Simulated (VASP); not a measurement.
# F (C2/c) in VASP: a series of runs, part 2 of 2

VASP 6.6.1. Earlier steps stand in the parts before.

### 4 Single point, PBE+D3(BJ) (16.22 Å³/atom)

Input file INCAR:

```
  ALGO = Normal
  EDIFF = 1E-6
  ENCUT = 520
  GGA = PE
  ISIF = 2
  ISMEAR = 0
  IVDW = 12
  LASPH = True
  LCHARG = False
  LREAL = False
  LWAVE = False
  NBANDS = 22
  NELM = 80
  PREC = Accurate
  SIGMA = 0.05
```

Input file KPOINTS:

```
k-points
0
Gamma
  8 8 4
```

Input file POSCAR:

```
F
1.0
    2.8353681102     -1.7313338052      0.2992247164
    2.8353681102      1.7313338052      0.2992247164
   -0.8128963370      0.0000000000      6.5208957071
F
4
Direct
    0.9138648456      0.5855481450      0.0939279973
    0.4144518550      0.0861351544      0.4060720027
    0.0861351544      0.4144518550      0.9060720027
    0.5855481450      0.9138648456      0.5939279973
```

Potentials or basis: VASP PAW PBE potentials, release 64 (F).

Started as:

```console
$ cat potpaw_PBE.64/F/POTCAR > POTCAR
$ mpirun -np 1 vasp_std > vasp.out
```

OUTCAR:

```text
EDIFF = 1E-6
   ENCUT = 520
   GGA = PE
   ISIF = 2
   ISMEAR = 0
   IVDW = 12
   LASPH = True
   LREAL = False
   NELM = 80
   PREC = Accurate
 IVDW          = 12

 ion  position               nearest neighbor table
   1  0.914  0.586  0.094-   3 1.37
   2  0.414  0.086  0.406-   4 1.37
   3  0.086  0.414  0.906-   1 1.37
   4  0.586  0.914  0.594-   2 1.37

  LATTYP: Found a base centered monoclinic cell.
 ALAT       =     5.7022268462
 B/A-ratio  =     0.6072483091
 C/A-ratio  =     1.1524214089
 COS(beta)  =    -0.0188755623

  Lattice vectors:

 A1 = (   2.8353681102,  -1.7313338052,   0.2992247164)
 A2 = (   2.8353681102,   1.7313338052,   0.2992247164)
 A3 = (  -0.8128963370,   0.0000000000,   6.5208957071)

Analysis of symmetry for initial positions (statically):
=====================================================================
 Subroutine PRICEL returns:
 Original cell was already a primitive cell.

 Routine SETGRP: Setting up the symmetry group for a
 base centered monoclinic supercell.

 Subroutine GETGRP returns: Found  4 space group operations
 (whereof  2 operations were pure point group operations)
 out of a pool of  4 trial point group operations.

The static configuration has the point symmetry S_2 .
 The point group associated with its full space group is C_2h.

Analysis of symmetry for dynamics (positions and initial velocities):
=====================================================================
 Subroutine PRICEL returns:
 Original cell was already a primitive cell.

 Routine SETGRP: Setting up the symmetry group for a
 base centered monoclinic supercell.

 Subroutine GETGRP returns: Found  4 space group operations
 (whereof  2 operations were pure point group operations)
[... 122 lines left out ...]
   ISMEAR =     0;   SIGMA  =   0.05  broadening in eV -4-tet -1-fermi 0-gaus
   EFERMI_NEDOS =   21; number of points for ismear=-14 and -15
   IALGO  =     38    algorithm
   IMIX   =      4    mixing-type and parameters
     AMIX     =   0.40;   BMIX     =  1.00
     AMIX_MAG =   1.60;   BMIX_MAG =  1.00
  volume/ion in A,a.u.               =      16.22       109.43
  Fermi-wavevector in a.u.,A,eV,Ry     =   1.237256  2.338075 20.827834  1.530803
  Thomas-Fermi vector in A             =   2.371831
   LORBIT       =      0    0 simple, 1 ext, 2 COOP (PROOUT), +10 PAW based schemes
   GGA     = PE    functional components
   LHFCALC =     F    Hartree Fock is set to
   AEXX    =    0.0000 exact exchange contribution
   IVDW    =    12    specifies the selected vdW correction
   LEPSILON=     F    determine dielectric tensor
   LRPA    =     F    only Hartree local field effects (RPA)
 non-spin polarized calculation
 Gauss-broadening in eV      SIGMA  =   0.05
  energy-cutoff  :      520.00
  volume of cell :       64.86
 maximum number of plane-waves:      1770
 NGX is ok and might be reduce to    28
   NGX = 13   NGY = 13   NGZ = 25

 number of electron      28.0000008 magnetization

 Free energy of the ion-electron system (eV)
  ---------------------------------------------------
  ext. energy  EPLUGINS =         0.00000000
  ---------------------------------------------------
  free energy    TOTEN  =        -7.17595889 eV

  energy without entropy =       -7.17595889  energy(sigma->0) =       -7.17595889

 E-fermi :  -4.7742     XC(G=0):  -7.5208

 val. band max:       -5.0866126387   @ k =   0.0000   0.0000   0.0000
 cond. band min:      -1.5858956596   @ k =   0.0000   0.0000   0.0000
 fundamental gap:      3.5007169790
 Fermi energy:        -4.7741588486

 k-point     1 :       0.0000    0.0000    0.0000
  band No.  band energies     occupation
      1     -30.7711      2.00000
      2     -30.6533      2.00000
      3     -23.6411      2.00000
      4     -23.2641      2.00000
      5     -12.0068      2.00000
      6     -11.2337      2.00000
[... 589 lines left out ...]
     21      12.7123      0.00000
     22      13.3569      0.00000

 [... further k-points ...]

------------------------ aborting loop because EDIFF is reached ----------------------------------------

 Edisp (eV)   -0.11477

 E8    (eV) :    -0.0249

  FORCE on cell =-STRESS in cart. coord.  units (eV):
  Direction    XX          YY          ZZ          XY          YZ          ZX
  --------------------------------------------------------------------------------------
  -------------------------------------------------------------------------------------
  Total      -0.11325     1.17213     5.19923     0.00000     0.00000    -0.68288
  in kB      -2.79733    28.95222   128.42389     0.00000     0.00000   -16.86743
  external pressure =       51.53 kB  Pullay stress =        0.00 kB

 VOLUME and BASIS-vectors are now :
 -----------------------------------------------------------------------------
  energy-cutoff  :      520.00
  volume of cell :       64.86
      direct lattice vectors                 reciprocal lattice vectors
     2.835368110 -1.731333805  0.299224716     0.174054131 -0.288794684  0.021697627
     2.835368110  1.731333805  0.299224716     0.174054131  0.288794684  0.021697627
    -0.812896337  0.000000000  6.520895707    -0.015973664  0.000000000  0.151361885

 POSITION                                       TOTAL-FORCE (eV/Angst)
 -----------------------------------------------------------------------------------
      4.17503     -0.56843      1.06116        -0.262871      1.024584      2.079063
      1.08925     -0.56843      2.79774         0.262871      1.024584     -2.079063
      0.68281      0.56843      6.05819         0.262871     -1.024584     -2.079063
      3.76859      0.56843      4.32160        -0.262871     -1.024584      2.079063
 -----------------------------------------------------------------------------------
    total drift:                               -0.000000     -0.000000      0.000000

  FREE ENERGIE OF THE ION-ELECTRON SYSTEM (eV)
  ---------------------------------------------------
  free  energy   TOTEN  =        -7.2907274527 eV

  energy  without entropy=       -7.2907274527  energy(sigma->0) =       -7.29072745
```

OSZICAR:

```text
N       E                     dE             d eps       ncg     rms          rms(c)
DAV:   1     0.187258171652E+03    0.18726E+03   -0.16159E+04  3472   0.119E+03
DAV:   2     0.410449425090E+00   -0.18685E+03   -0.18098E+03  4596   0.296E+02
DAV:   3    -0.881667855951E+01   -0.92271E+01   -0.91847E+01  3954   0.646E+01
DAV:   4    -0.887704728857E+01   -0.60369E-01   -0.60366E-01  3642   0.595E+00
DAV:   5    -0.887741213381E+01   -0.36485E-03   -0.36484E-03  3954   0.434E-01    0.113E+01
DAV:   6    -0.760178411993E+01    0.12756E+01   -0.50115E-01  3474   0.721E+00    0.634E+00
DAV:   7    -0.717797798395E+01    0.42381E+00   -0.65000E-01  3462   0.775E+00    0.770E-01
DAV:   8    -0.717572793480E+01    0.22500E-02   -0.78786E-02  3576   0.200E+00    0.130E-01
DAV:   9    -0.717589044897E+01   -0.16251E-03   -0.90225E-04  3942   0.232E-01    0.619E-02
DAV:  10    -0.717595768900E+01   -0.67240E-04   -0.94051E-05  3546   0.900E-02    0.196E-02
DAV:  11    -0.717595880266E+01   -0.11137E-05   -0.12139E-05  3864   0.333E-02    0.403E-03
DAV:  12    -0.717595888758E+01   -0.84926E-07   -0.10804E-06  2696   0.897E-03
   1 F= -.72907275E+01 E0= -.72907275E+01  d E =-.150914E-20
```

stdout:

```text
POSCAR found type information on POSCAR F
 POSCAR found :  1 types and       4 ions
 scaLAPACK will be used
 LDA part: xc-table for (Slater+PW92), standard interpolation
 POSCAR, INCAR and KPOINTS ok, starting setup
 FFT: planning ... GRIDC
 FFT: planning ... GRID_SOFT
 FFT: planning ... GRID
 WAVECAR not read
 entering main loop
```

It took 34 s on 1 thread of Intel Xeon 6975P-C (Granite Rapids), shared host; peak memory 0.23 GiB.

Results:

```yaml
Free_energy: -7.2907 eV
Pressure: 5.2 GPa
Largest_force: 2.333 eV/Å
Band_gap_on_the_k_mesh: 3.50 eV
Dispersion_energy_per_atom: -0.029 eV
```

Forces on the atoms (eV/Å):
```
F   -0.263  1.025  2.079
F    0.263  1.025 -2.079
F    0.263 -1.025 -2.079
F   -0.263 -1.025  2.079
```

Caveat: the cell stands under pressure; forces of over 1 eV/Å act on the atoms, so gaps and moduli don't describe the material at rest.

### 5 Single point, PBE+D3(BJ) (16.73 Å³/atom)

This run uses another cell than the first one, of 16.73 Å³/atom.

Input file INCAR:

```
SYSTEM = F
  PREC = Accurate
  ENCUT = 520
  EDIFF = 1E-7
  ISMEAR = 0
  SIGMA = 0.05
  LREAL = .FALSE.
  LASPH = .TRUE.
  NELM = 80
  ALGO = Normal
  ISIF = 2
  LWAVE = .FALSE.
  LCHARG = .FALSE.
  GGA = PE
  IVDW = 12
  NBANDS = 22
```

Input file KPOINTS:

```
Automatic mesh
0
G
  8 8 4
  0 0 0
```

Input file POSCAR:

```
F
1.0
    2.6445792648     -1.8211061224      0.2790902097
    2.6445792648      1.8211061224      0.2790902097
   -0.8403498966      0.0000000000      6.8605651163
F
4
Direct
    0.9138648456      0.5855481450      0.0939279973
    0.4144518550      0.0861351544      0.4060720027
    0.0861351544      0.4144518550      0.9060720027
    0.5855481450      0.9138648456      0.5939279973
```

Potentials or basis: VASP PAW PBE potentials, release 64 (F).

Started as:

```console
$ cat potpaw_PBE.64/F/POTCAR > POTCAR
$ mpirun -np 1 vasp_std > vasp.out
```

OUTCAR:

```text
SYSTEM = F
   PREC = Accurate
   ENCUT = 520
   EDIFF = 1E-7
   ISMEAR = 0
   LREAL = .FALSE.
   LASPH = .TRUE.
   NELM = 80
   ISIF = 2
   GGA = PE
   IVDW = 12
 IVDW          = 12

 ion  position               nearest neighbor table
   1  0.914  0.586  0.094-   3 1.44
   2  0.414  0.086  0.406-   4 1.44
   3  0.086  0.414  0.906-   1 1.44
   4  0.586  0.914  0.594-   2 1.44

  LATTYP: Found a base centered monoclinic cell.
[... 801 lines left out ...]

 Edisp (eV)   -0.11156

 E8    (eV) :    -0.0243

  FORCE on cell =-STRESS in cart. coord.  units (eV):
  Direction    XX          YY          ZZ          XY          YZ          ZX
  --------------------------------------------------------------------------------------
  -------------------------------------------------------------------------------------
  Total      -0.10077    -0.43162    -1.27221     0.00000     0.00000     0.15471
  in kB      -2.41203   -10.33125   -30.45147     0.00000     0.00000     3.70315
  external pressure =      -14.40 kB  Pullay stress =        0.00 kB

 VOLUME and BASIS-vectors are now :
 -----------------------------------------------------------------------------
  energy-cutoff  :      520.00
  volume of cell :       66.94
      direct lattice vectors                 reciprocal lattice vectors
     2.644579265 -1.821106122  0.279090210     0.186653178 -0.274558409  0.022863128
     2.644579265  1.821106122  0.279090210     0.186653178  0.274558409  0.022863128
    -0.840349897  0.000000000  6.860565116    -0.015186234  0.000000000  0.143900427

 POSITION                                       TOTAL-FORCE (eV/Angst)
 -----------------------------------------------------------------------------------
      3.88638     -0.59790      1.06287         0.050222     -0.193501     -0.377035
      0.98260     -0.59790      2.92559        -0.050222     -0.193501      0.377035
      0.56242      0.59790      6.35587        -0.050222      0.193501      0.377035
      3.46621      0.59790      4.49315         0.050222      0.193501     -0.377035
 -----------------------------------------------------------------------------------
    total drift:                                0.000000     -0.000000      0.000000

  FREE ENERGIE OF THE ION-ELECTRON SYSTEM (eV)
  ---------------------------------------------------
  free  energy   TOTEN  =        -7.4143479314 eV

  energy  without entropy=       -7.4143479314  energy(sigma->0) =       -7.41434793
```

OSZICAR:

```text
N       E                     dE             d eps       ncg     rms          rms(c)
DAV:   1     0.186532174069E+03    0.18653E+03   -0.16017E+04  3448   0.118E+03
DAV:   2     0.489151303810E+00   -0.18604E+03   -0.17991E+03  4660   0.293E+02
DAV:   3    -0.885321439857E+01   -0.93424E+01   -0.92993E+01  4038   0.644E+01
DAV:   4    -0.891428621401E+01   -0.61072E-01   -0.61070E-01  3612   0.595E+00
DAV:   5    -0.891464528514E+01   -0.35907E-03   -0.35907E-03  3966   0.430E-01    0.112E+01
DAV:   6    -0.770981555436E+01    0.12048E+01   -0.41372E-01  3510   0.649E+00    0.628E+00
DAV:   7    -0.730445324514E+01    0.40536E+00   -0.56097E-01  3444   0.706E+00    0.670E-01
DAV:   8    -0.730254331111E+01    0.19099E-02   -0.66888E-02  3720   0.183E+00    0.113E-01
DAV:   9    -0.730270512395E+01   -0.16181E-03   -0.76626E-04  3762   0.210E-01    0.594E-02
DAV:  10    -0.730279012278E+01   -0.84999E-04   -0.96662E-05  3576   0.883E-02    0.177E-02
DAV:  11    -0.730279232561E+01   -0.22028E-05   -0.10533E-05  3732   0.305E-02    0.492E-03
DAV:  12    -0.730279227209E+01    0.53516E-07   -0.13836E-06  3900   0.989E-03    0.188E-03
DAV:  13    -0.730279235387E+01   -0.81778E-07   -0.20863E-08  2418   0.146E-03
   1 F= -.74143479E+01 E0= -.74143479E+01  d E =-.225613E-15
```

Run time: 39 s. Hardware: 1 thread of AMD EPYC 9R45 (Zen 5), shared host; peak memory 0.2 GiB.

Results:

```yaml
Free_energy: -7.4143 eV
Pressure: -1.4 GPa
Largest_force: 0.427 eV/Å
Band_gap_on_the_k_mesh: 2.68 eV
Dispersion_energy_per_atom: -0.028 eV
```

Forces in eV/Å, atoms in the order of the input:
```
F    0.050 -0.194 -0.377
F   -0.050 -0.194  0.377
F   -0.050  0.194  0.377
F    0.050  0.194 -0.377
```

Levels at points of the mesh, in eV from the valence-band top:
```
           k point  band 11  band 12  band 13  band 14  band 15  band 16  band 17  band 18
(0.00, 0.00, 0.00)    -0.29    -0.07     0.00     0.00     2.68     3.42     9.21    11.79
(0.50, 0.00, 0.00)    -0.31    -0.29    -0.05    -0.04     3.13     3.14    13.41    13.42
(0.50, 0.50, 0.00)    -0.53    -0.41    -0.10    -0.08     2.93     3.34    14.01    14.40
(0.00, 0.00, 0.50)    -0.20    -0.20     0.00     0.00     3.03     3.03    10.09    10.09
(0.50, 0.00, 0.50)    -0.28    -0.26    -0.03    -0.02     3.11     3.11    13.94    13.95
(0.50, 0.50, 0.50)    -0.30    -0.30    -0.26    -0.26     3.13     3.13    14.48    14.48
```

### 6 Summary

```tsv
cell	gap on the mesh (eV)	pressure (GPa)	largest force (eV/Å)
a = 3.390, b = 3.390, c = 6.484 Å, angles 91.0, 91.0, 60.5°, 4 atoms	3.75	7.3	3.25
a = 3.189, b = 3.189, c = 6.840 Å, angles 90.8, 90.8, 68.8°, 4 atoms	2.82	-0.2	0.06
a = 3.336, b = 3.336, c = 6.571 Å, angles 90.9, 90.9, 62.5°, 4 atoms	3.50	5.2	2.33
a = 3.223, b = 3.223, c = 6.912 Å, angles 90.8, 90.8, 68.8°, 4 atoms	2.68	-1.4	0.43
```

Alike in all rows: task single point; level PBE+D3(BJ); potentials or basis VASP PAW PBE potentials, release 64 (F); no spin polarisation; k mesh 8 × 8 × 4; cutoff (eV) 520; smearing gaussian 0.05 eV.

Caveats: the cell stands under pressure (at least some runs); forces of over 1 eV/Å act on the atoms, so gaps and moduli don't describe the material at rest (at least some runs).

Absolute energies hang on the potentials; compare differences alone.
